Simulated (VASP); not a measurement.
# C (P6_3/mmc) in VASP: notebook

Runs on C. Level: r2SCAN. Tasks: single point.

The COD entry that gives the cell may itself be a prediction, so a difference from it is no test against experiment.

All numbers are computed with VASP 6.6.1; they aren't measurements. Logs are shortened: lines on timing, memory, paths and dates and some standing lists are left out, and cuts for length are marked.

### 1 The cell of the first run

The structure is hexagonal, space group P6_3/mmc (No. 194). Conventional cell: a = 2.573 Å, b = 2.573 Å, c = 8.694 Å, α = 90.00°, β = 90.00°, γ = 120.00°. C (site symmetry 3m) has 4 C at 1.58 to 1.62 Å within 2.1 Å. Within 2.1 Å of C (site symmetry 3m) lie 4 C at 1.58 to 1.64 Å.

### 2 Single point, r2SCAN (strain +0.025 along x and y, +0.050 along z)

Contents of POSCAR:

```
C
1.0
    2.5725856773      0.0000000000      0.0000000000
   -1.2862928387      2.2279245500      0.0000000000
    0.0000000000      0.0000000000      8.6943408560
C
8
Direct
    0.0000000000      0.0000000000      0.0929334757
    0.0000000000      0.0000000000      0.5929334757
    0.0000000000      0.0000000000      0.4070665243
    0.0000000000      0.0000000000      0.9070665243
    0.3333333333      0.6666666667      0.1554962089
    0.6666666667      0.3333333333      0.6554962089
    0.3333333333      0.6666666667      0.3445037911
    0.6666666667      0.3333333333      0.8445037911
```

Contents of INCAR.step1:

```
  ALGO = Normal
  EDIFF = 1E-4
  ENCUT = 520
  GGA = PE
  ISMEAR = 0
  LASPH = True
  LCHARG = False
  LREAL = False
  LWAVE = True
  NBANDS = 26
  NELM = 60
  PREC = Accurate
  SIGMA = 0.05
```

Contents of INCAR.step2:

```
  ALGO = Normal
  EDIFF = 1E-7
  ENCUT = 520
  ISIF = 2
  ISMEAR = 0
  ISTART = 1
  LASPH = True
  LCHARG = False
  LMIXTAU = True
  LREAL = False
  LWAVE = False
  METAGGA = R2SCAN
  NBANDS = 26
  NELM = 60
  PREC = Accurate
  SIGMA = 0.05
```

Contents of KPOINTS:

```
k-points
0
Gamma
  12 12 4
```

Potentials or basis: VASP PAW PBE potentials, release 64 (C).

Started as:

```
cat potpaw_PBE.64/C/POTCAR > POTCAR
cp INCAR.step1 INCAR
mpirun -np 1 vasp_std > vasp.out
cp INCAR.step2 INCAR
mpirun -np 1 vasp_std > vasp.out
```

OUTCAR:

```text
EDIFF = 1E-7
   ENCUT = 520
   ISIF = 2
   ISMEAR = 0
   ISTART = 1
   LASPH = True
   LREAL = False
   METAGGA = R2SCAN
   NELM = 60
   PREC = Accurate

 ion  position               nearest neighbor table
   1  0.000  0.000  0.093-   5 1.58   5 1.58   5 1.58   4 1.62
   2  0.000  0.000  0.593-   6 1.58   6 1.58   6 1.58   3 1.62
   3  0.000  0.000  0.407-   7 1.58   7 1.58   7 1.58   2 1.62
   4  0.000  0.000  0.907-   8 1.58   8 1.58   8 1.58   1 1.62
   5  0.333  0.667  0.155-   1 1.58   1 1.58   1 1.58   7 1.64
   6  0.667  0.333  0.655-   2 1.58   2 1.58   2 1.58   8 1.64
   7  0.333  0.667  0.345-   3 1.58   3 1.58   3 1.58   5 1.64
   8  0.667  0.333  0.845-   4 1.58   4 1.58   4 1.58   6 1.64

  LATTYP: Found a hexagonal cell.
 ALAT       =     2.5725856773
 C/A-ratio  =     3.3796117784

  Lattice vectors:

 A1 = (   2.5725856773,   0.0000000000,   0.0000000000)
 A2 = (  -1.2862928387,   2.2279245500,   0.0000000000)
 A3 = (   0.0000000000,   0.0000000000,   8.6943408560)

Analysis of symmetry for initial positions (statically):
=====================================================================
 Subroutine PRICEL returns:
 Original cell was already a primitive cell.

 Routine SETGRP: Setting up the symmetry group for a
 hexagonal supercell.

 Subroutine GETGRP returns: Found 24 space group operations
 (whereof 12 operations were pure point group operations)
 out of a pool of 24 trial point group operations.

The static configuration has the point symmetry D_3d.
 The point group associated with its full space group is D_6h.

Analysis of symmetry for dynamics (positions and initial velocities):
=====================================================================
 Subroutine PRICEL returns:
 Original cell was already a primitive cell.

 Routine SETGRP: Setting up the symmetry group for a
 hexagonal supercell.

 Subroutine GETGRP returns: Found 24 space group operations
 (whereof 12 operations were pure point group operations)
 out of a pool of 24 trial point group operations.

The dynamic configuration has the point symmetry D_3d.
 The point group associated with its full space group is D_6h.

 Subroutine INISYM returns: Found 24 space group operations
 (whereof 12 operations are pure point group operations),
[... 109 lines left out ...]
   LREAL  =      F    real-space projection
   EDIFFG = 0.1E-05   stopping-criterion for IOM
   NSW    =      0    number of steps for IOM
   IBRION =     -1    ionic relax: 0-MD 1-quasi-New 2-CG
   NFREE  =      0    steps in history (QN), initial steepest desc. (CG)
   ISIF   =      2    stress and relaxation
   ISYM   =      2    0-nonsym 1-usesym 2-fastsym
   POTIM  = 0.5000    time-step for ionic-motion
   TEBEG  =    0.0;   TEEND  =   0.0 temperature during run
   PSTRESS=    0.0 pullay stress
   NELECT =      32.0000    total number of electrons
   NUPDOWN=      -1.0000    fix difference up-down
   EMIN   =  10.00;   EMAX   =-10.00  energy-range for DOS
   EFERMI =   0.00;   METHOD = LEGACY
   ISMEAR =     0;   SIGMA  =   0.05  broadening in eV -4-tet -1-fermi 0-gaus
   EFERMI_NEDOS =   21; number of points for ismear=-14 and -15
   IALGO  =     38    algorithm
   IMIX   =      4    mixing-type and parameters
     AMIX     =   0.40;   BMIX     =  1.00
     AMIX_MAG =   1.60;   BMIX_MAG =  1.00
  volume/ion in A,a.u.               =       6.23        42.04
  Fermi-wavevector in a.u.,A,eV,Ry     =   1.412394  2.669037 27.141670  1.994856
  Thomas-Fermi vector in A             =   2.534147
   LORBIT       =      0    0 simple, 1 ext, 2 COOP (PROOUT), +10 PAW based schemes
   METAGGA = R2SCAN    functional components
   LHFCALC =     F    Hartree Fock is set to
   AEXX    =    0.0000 exact exchange contribution
   IVDW    =     0    specifies the selected vdW correction
   LEPSILON=     F    determine dielectric tensor
   LRPA    =     F    only Hartree local field effects (RPA)
 non-spin polarized calculation
 Gauss-broadening in eV      SIGMA  =   0.05
  energy-cutoff  :      520.00
  volume of cell :       49.83
 maximum number of plane-waves:      1362
 NGX is ok and might be reduce to    20
   NGX =  9   NGY =  9   NGZ = 33

 number of electron      32.0000000 magnetization

 Free energy of the ion-electron system (eV)
  ---------------------------------------------------
  ext. energy  EPLUGINS =         0.00000000
  ---------------------------------------------------
  free energy    TOTEN  =       -77.94065043 eV

  energy without entropy =      -77.94065043  energy(sigma->0) =      -77.94065043

 E-fermi :   8.7164     XC(G=0): -13.7485

 val. band max:        8.5033308035   @ k =   0.0000   0.0000   0.0000
 cond. band min:      13.2017036541   @ k =   0.4167   0.0000   0.0000
 fundamental gap:      4.6983728507
 Fermi energy:         8.7163680075

 k-point     1 :       0.0000    0.0000    0.0000
  band No.  band energies     occupation
      1     -13.0604      2.00000
      2     -11.5280      2.00000
      3     -11.4145      2.00000
      4      -8.0709      2.00000
      5      -4.5858      2.00000
      6       1.4681      2.00000
[... 685 lines left out ...]
     25      19.0078      0.00000
     26      19.9910      0.00000

 [... further k-points ...]

------------------------ aborting loop because EDIFF is reached ----------------------------------------

  FORCE on cell =-STRESS in cart. coord.  units (eV):
  Direction    XX          YY          ZZ          XY          YZ          ZX
  --------------------------------------------------------------------------------------
  -------------------------------------------------------------------------------------
  Total       -8.7032785     -8.7032785    -16.0728941      0.0000000      0.0000000     -0.0000000
  in kB     -279.8249761   -279.8249761   -516.7704571      0.0000000      0.0000000     -0.0000000
  external PRESSURE =    -358.8068031 kB  Pullay stress =       0.0000000 kB

 VOLUME and BASIS-vectors are now :
 -----------------------------------------------------------------------------
  energy-cutoff  :      520.00
  volume of cell :       49.83
      direct lattice vectors                 reciprocal lattice vectors
     2.572585677  0.000000000  0.000000000     0.388713973  0.224424117  0.000000000
    -1.286292839  2.227924550  0.000000000     0.000000000  0.448848234  0.000000000
     0.000000000  0.000000000  8.694340856     0.000000000  0.000000000  0.115017345

 POSITION                                       TOTAL-FORCE (eV/Angst)
 -----------------------------------------------------------------------------------
      0.00000      0.00000      0.80800        -0.000000     -0.000000      0.164601
      0.00000      0.00000      5.15517         0.000000     -0.000000      0.164601
      0.00000      0.00000      3.53918         0.000000      0.000000     -0.164601
      0.00000      0.00000      7.88635         0.000000     -0.000000     -0.164601
     -0.00000      1.48528      1.35194        -0.000000      0.000000     -0.180166
      1.28629      0.74264      5.69911         0.000000     -0.000000     -0.180166
     -0.00000      1.48528      2.99523        -0.000000      0.000000      0.180166
      1.28629      0.74264      7.34240         0.000000     -0.000000      0.180166
 -----------------------------------------------------------------------------------
    total drift:                               -0.000000      0.000000      0.000000

  FREE ENERGIE OF THE ION-ELECTRON SYSTEM (eV)
  ---------------------------------------------------
  free  energy   TOTEN  =       -77.9406504282 eV

  energy  without entropy=      -77.9406504282  energy(sigma->0) =      -77.94065043
```

OUTCAR.step1:

```text
EDIFF = 1E-4
   ENCUT = 520
   GGA = PE
   ISMEAR = 0
[... 944 lines left out ...]
     -0.00000      1.48528      1.35194        -0.000000     -0.000000     -0.138657
      1.28629      0.74264      5.69911         0.000000      0.000000     -0.138657
     -0.00000      1.48528      2.99523         0.000000     -0.000000      0.138657
      1.28629      0.74264      7.34240         0.000000      0.000000      0.138657
 -----------------------------------------------------------------------------------
    total drift:                               -0.000000      0.000000      0.000000

  FREE ENERGIE OF THE ION-ELECTRON SYSTEM (eV)
  ---------------------------------------------------
  free  energy   TOTEN  =       -72.1668974359 eV

  energy  without entropy=      -72.1668974359  energy(sigma->0) =      -72.16689744
```

OSZICAR.step1:

```text
N       E                     dE             d eps       ncg     rms          rms(c)
DAV:   1     0.628524535313E+02    0.62852E+02   -0.16417E+04  2964   0.119E+03
DAV:   2    -0.687619293142E+02   -0.13161E+03   -0.12162E+03  3930   0.221E+02
DAV:   3    -0.740107179566E+02   -0.52488E+01   -0.52029E+01  4048   0.392E+01
DAV:   4    -0.740673415070E+02   -0.56624E-01   -0.56489E-01  3798   0.442E+00
DAV:   5    -0.740685086477E+02   -0.11671E-02   -0.11661E-02  3988   0.588E-01    0.983E+00
DAV:   6    -0.726418460793E+02    0.14267E+01   -0.95263E-01  3456   0.509E+00    0.586E+00
DAV:   7    -0.721636837824E+02    0.47816E+00   -0.11932E+00  3588   0.589E+00    0.115E+00
DAV:   8    -0.721666138938E+02   -0.29301E-02   -0.30332E-02  3842   0.926E-01    0.993E-02
DAV:   9    -0.721668319608E+02   -0.21807E-03   -0.63126E-04  3928   0.161E-01    0.352E-02
DAV:  10    -0.721668974359E+02   -0.65475E-04   -0.55814E-05  2610   0.504E-02
   1 F= -.72166897E+02 E0= -.72166897E+02  d E =-.106740E-10
```

It took 2 min on 1 thread of Intel Xeon 6975P-C (Granite Rapids), shared host; peak memory 0.19 GiB.

Results:

```yaml
Free_energy: -77.9407 eV
Pressure: -35.9 GPa
Largest_force: 0.180 eV/Å
Band_gap_on_the_k_mesh: 4.70 eV, indirect (least direct gap 4.88 eV)
```

Forces on the atoms (eV/Å):
```
C    0.000  0.000  0.165
C    0.000  0.000  0.165
C    0.000  0.000 -0.165
C    0.000  0.000 -0.165
C    0.000  0.000 -0.180
C    0.000  0.000 -0.180
C    0.000  0.000  0.180
C    0.000  0.000  0.180
```

Stress tensor (GPa, compression positive):
```
-27.98   0.00   0.00
  0.00 -27.98   0.00
  0.00   0.00 -51.68
```

Levels at points of the mesh, in eV from the valence-band top:
| k point | band 14 | band 15 | band 16 | band 17 | band 18 | band 19 |
| --- | --- | --- | --- | --- | --- | --- |
| (0.00, 0.00, 0.00) | -0.19 | 0.00 | 0.00 | 4.88 | 5.58 | 5.58 |
| (0.50, 0.00, 0.00) | -4.68 | -3.56 | -2.98 | 4.93 | 5.18 | 5.95 |
| (0.00, 0.00, 0.50) | -0.56 | -0.56 | -0.56 | 6.27 | 6.27 | 6.27 |
| (0.50, 0.00, 0.50) | -4.58 | -3.58 | -3.58 | 5.23 | 5.23 | 6.71 |

Caveat: the cell differs from its parent crystal (strain +0.025 along x and y, +0.050 along z); the PAW data sets were made with another functional, which shifts forces and pressure a little.

### 3 Single point, r2SCAN (strain +0.050 along x and y, +0.025 along z)

Changes to POSCAR since step 2:

```diff
@@ -2,5 +2,5 @@
 1.0
-    2.5725856773      0.0000000000      0.0000000000
-   -1.2862928387      2.2279245500      0.0000000000
-    0.0000000000      0.0000000000      8.6943408560
+    2.6353316695      0.0000000000      0.0000000000
+   -1.3176658347      2.2822641731      0.0000000000
+    0.0000000000      0.0000000000      8.4873327404
 C
```

Contents of INCAR.step1:

```
SYSTEM = C
PREC     = Accurate       ! precision mode
ENCUT    = 520            ! plane-wave cutoff, eV
ISMEAR   = 0              ! smearing method
SIGMA    = 0.05           ! smearing width, eV
LREAL    = .FALSE.        ! projectors in reciprocal space
LASPH    = .TRUE.         ! aspherical terms in the spheres
NELM     = 100            ! most SCF steps
NBANDS   = 26             ! bands
GGA      = PE             ! functional
ALGO     = Normal         ! electronic algorithm
EDIFF    = 1E-4           ! SCF threshold, eV
LWAVE    = .TRUE.         ! write WAVECAR
LCHARG   = .FALSE.        ! write CHGCAR
```

Contents of INCAR.step2:

```
SYSTEM = C
PREC     = Accurate       ! precision mode
ENCUT    = 520            ! plane-wave cutoff, eV
EDIFF    = 1E-6           ! SCF threshold, eV
ISMEAR   = 0              ! smearing method
SIGMA    = 0.05           ! smearing width, eV
LREAL    = .FALSE.        ! projectors in reciprocal space
LASPH    = .TRUE.         ! aspherical terms in the spheres
NELM     = 100            ! most SCF steps
ALGO     = Normal         ! electronic algorithm
ISIF     = 2              ! what is computed and relaxed
LWAVE    = .FALSE.        ! write WAVECAR
LCHARG   = .TRUE.         ! write CHGCAR
METAGGA  = R2SCAN         ! meta-GGA
LMIXTAU  = .TRUE.       
LELF     = .TRUE.         ! ELF
LVHAR    = .TRUE.       
NBANDS   = 26             ! bands
ISTART   = 1
```

Contents of KPOINTS:

```
regular mesh
0
G
  12 12 4
  0 0 0
```

Potentials or basis: VASP PAW PBE potentials, release 64 (C).

Started as:

```
cat potpaw_PBE.64/C/POTCAR > POTCAR
cp INCAR.step1 INCAR
mpirun -np 1 vasp_std > vasp.out
cp INCAR.step2 INCAR
mpirun -np 1 vasp_std > vasp.out
```

It took 1.8 min on 1 thread of Intel Xeon 6975P-C (Granite Rapids), shared host; peak memory 0.19 GiB.

The run converged. Its results:

* Free energy: -77.6439 eV
* Pressure: -43.0 GPa
* Largest force: 0.073 eV/Å
* Band gap on the k mesh: 4.19 eV, indirect (least direct gap 5.00 eV)

Forces in eV/Å, atoms in the order of the input:
```
C    0.000  0.000 -0.073
C    0.000  0.000 -0.073
C    0.000  0.000  0.073
C    0.000  0.000  0.073
C    0.000  0.000 -0.019
C    0.000  0.000 -0.019
C    0.000  0.000  0.019
C    0.000  0.000  0.019
```

Stress tensor (GPa, compression positive):
```
-50.52   0.00   0.00
  0.00 -50.52   0.00
  0.00   0.00 -27.90
```

Levels at points of the mesh, in eV from the valence-band top:
| k point | band 12 | band 13 | band 14 | band 15 | band 16 | band 17 | band 18 | band 19 | band 20 | band 21 |
| --- | --- | --- | --- | --- | --- | --- | --- | --- | --- | --- |
| (0.00, 0.00, 0.00) | -1.79 | -1.79 | -0.24 | 0.00 | 0.00 | 5.00 | 5.00 | 5.89 | 6.51 | 6.68 |
| (0.50, 0.00, 0.00) | -4.82 | -4.73 | -4.40 | -3.45 | -2.73 | 4.21 | 5.33 | 5.79 | 6.03 | 6.47 |
| (0.00, 0.00, 0.50) | -2.43 | -0.68 | -0.68 | -0.68 | -0.68 | 5.80 | 5.80 | 5.80 | 5.80 | 6.37 |
| (0.50, 0.00, 0.50) | -5.81 | -4.52 | -4.52 | -3.44 | -3.44 | 4.56 | 4.56 | 7.13 | 7.13 | 7.30 |

Caveat: the cell differs from its parent crystal (strain +0.050 along x and y, +0.025 along z); the PAW data sets were made with another functional, which shifts forces and pressure a little.

### 4 Single point, r2SCAN (strain +0.050 along x and y, +0.050 along z)

Changes to POSCAR since step 3:

```diff
@@ -4,3 +4,3 @@
    -1.3176658347      2.2822641731      0.0000000000
-    0.0000000000      0.0000000000      8.4873327404
+    0.0000000000      0.0000000000      8.6943408560
 C
```

Contents of INCAR.step1:

```
SYSTEM = C
  PREC = Accurate
  ENCUT = 520
  ISMEAR = 0
  SIGMA = 0.05
  LREAL = .FALSE.
  LASPH = .TRUE.
  NELM = 80
  NBANDS = 26
  GGA = PE
  ALGO = Normal
  EDIFF = 1E-4
  LWAVE = .TRUE.
  LCHARG = .FALSE.
```

Contents of INCAR.step2:

```
SYSTEM = C
  PREC = Accurate
  ENCUT = 520
  EDIFF = 1E-6
  ISMEAR = 0
  SIGMA = 0.05
  LREAL = .FALSE.
  LASPH = .TRUE.
  NELM = 80
  ALGO = Normal
  ISIF = 2
  LWAVE = .FALSE.
  LCHARG = .TRUE.
  METAGGA = R2SCAN
  LMIXTAU = .TRUE.
  LELF = .TRUE.
  LVHAR = .TRUE.
  NBANDS = 26
  ISTART = 1
```

KPOINTS is that of step 3.

Started as:

```
cat potpaw_PBE.64/C/POTCAR > POTCAR
cp INCAR.step1 INCAR
mpirun -np 1 vasp_std > vasp.out
cp INCAR.step2 INCAR
mpirun -np 1 vasp_std > vasp.out
```

It took 1.9 min on 1 thread of Intel Xeon 6975P-C (Granite Rapids), shared host; peak memory 0.19 GiB.

Results (log left out):

* Free energy: -77.3412 eV
* Pressure: -49.7 GPa
* Largest force: 0.109 eV/Å
* Band gap on the k mesh: 4.38 eV, indirect (least direct gap 5.21 eV)

Forces in eV/Å, atoms in the order of the input:
```
C    0.000  0.000  0.042
C    0.000  0.000  0.042
C    0.000  0.000 -0.042
C    0.000  0.000 -0.042
C    0.000  0.000 -0.109
C    0.000  0.000 -0.109
C    0.000  0.000  0.109
C    0.000  0.000  0.109
```

Stress tensor (GPa, compression positive):
```
-49.59   0.00   0.00
  0.00 -49.59   0.00
  0.00   0.00 -49.81
```

Levels at points of the mesh, in eV from the valence-band top:
```csv
k point,band 12,band 13,band 14,band 15,band 16,band 17,band 18,band 19,band 20,band 21
"(0.00, 0.00, 0.00)",-1.60,-1.60,-0.18,0.00,0.00,5.21,5.21,5.34,6.73,6.95
"(0.50, 0.00, 0.00)",-4.63,-4.54,-4.40,-3.37,-2.76,4.48,5.20,5.89,5.92,5.97
"(0.00, 0.00, 0.50)",-2.44,-0.59,-0.59,-0.59,-0.59,5.93,5.93,5.93,5.93,6.34
"(0.50, 0.00, 0.50)",-5.53,-4.39,-4.39,-3.38,-3.38,4.79,4.79,6.83,6.83,7.22
```

Caveat: the cell differs from its parent crystal (strain +0.050 along x and y, +0.050 along z); the PAW data sets were made with another functional, which shifts forces and pressure a little. A k mesh can miss the band edges.

### 5 Summary

```csv
cell,gap on the mesh (eV),pressure (GPa),largest force (eV/Å)
"a = 2.573, b = 2.573, c = 8.694 Å, angles 90.0, 90.0, 120.0°, 8 atoms",4.70,-35.9,0.18
"a = 2.635, b = 2.635, c = 8.487 Å, angles 90.0, 90.0, 120.0°, 8 atoms",4.19,-43.0,0.07
"a = 2.635, b = 2.635, c = 8.694 Å, angles 90.0, 90.0, 120.0°, 8 atoms",4.38,-49.7,0.11
```

Alike in all rows: task single point; level r2SCAN; potentials or basis VASP PAW PBE potentials, release 64 (C); no spin polarisation; k mesh 12 × 12 × 4; cutoff (eV) 520; smearing gaussian 0.05 eV.

Caveats: the PAW data sets were made with another functional, which shifts forces and pressure a little.

Absolute energies hang on the potentials; compare differences alone.
